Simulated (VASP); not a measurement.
A run of VASP 6.6.1:

INCAR

```
SYSTEM = SiSn2Ge3
PREC     = Accurate       ! precision mode
ENCUT    = 520            ! plane-wave cutoff, eV
EDIFF    = 1E-6           ! SCF threshold, eV
ISMEAR   = 0              ! smearing method
SIGMA    = 0.1            ! smearing width, eV
LREAL    = .False.        ! projectors in reciprocal space
LASPH    = .True.         ! aspherical terms in the spheres
NELM     = 60             ! most SCF steps
ALGO     = Normal         ! electronic algorithm
ISIF     = 2              ! what is computed and relaxed
LWAVE    = .False.        ! write WAVECAR
LCHARG   = .False.        ! write CHGCAR
GGA      = PE             ! functional
NBANDS   = 46             ! bands
```

KPOINTS

```
Automatic mesh
0
Gamma
  10 10 10
  0 0 0
```

The input POSCAR:

```
SiSn2Ge3
1.0
   -2.8495102279      2.8495102279      4.9861520628
    2.8495102279     -2.8495102279      4.9861520628
    2.8495102279      2.8495102279     -4.9861520628
Si Sn Ge
1 2 3
Direct
    0.0000000000      0.0000000000      0.0000000000
    0.2500000000      0.7500000000      0.5000000000
    0.7500000000      0.2500000000      0.5000000000
    0.7562938387      0.7562938387      0.0000000000
    0.2437061613      0.2437061613      0.0000000000
    0.5000000000      0.5000000000      0.0000000000
```

Potentials or basis: VASP PAW PBE potentials, release 64 (Si, Sn_d, Ge_d).

Launch:

```bash
$ cat potpaw_PBE.64/Si/POTCAR potpaw_PBE.64/Sn_d/POTCAR potpaw_PBE.64/Ge_d/POTCAR > POTCAR
$ mpirun -np 1 vasp_std > vasp.out
```

Hardware: 1 thread of Intel(R) Xeon(R) Platinum 8488C (Sapphire Rapids), with other jobs on the host.

Q: Estimate the wall time of this run.

A: Wall time 8.2 min on 1 thread of Intel(R) Xeon(R) Platinum 8488C (Sapphire Rapids), with other jobs on the host, peak memory 0.76 GiB. Counts: scf iterations 13, k points 102.
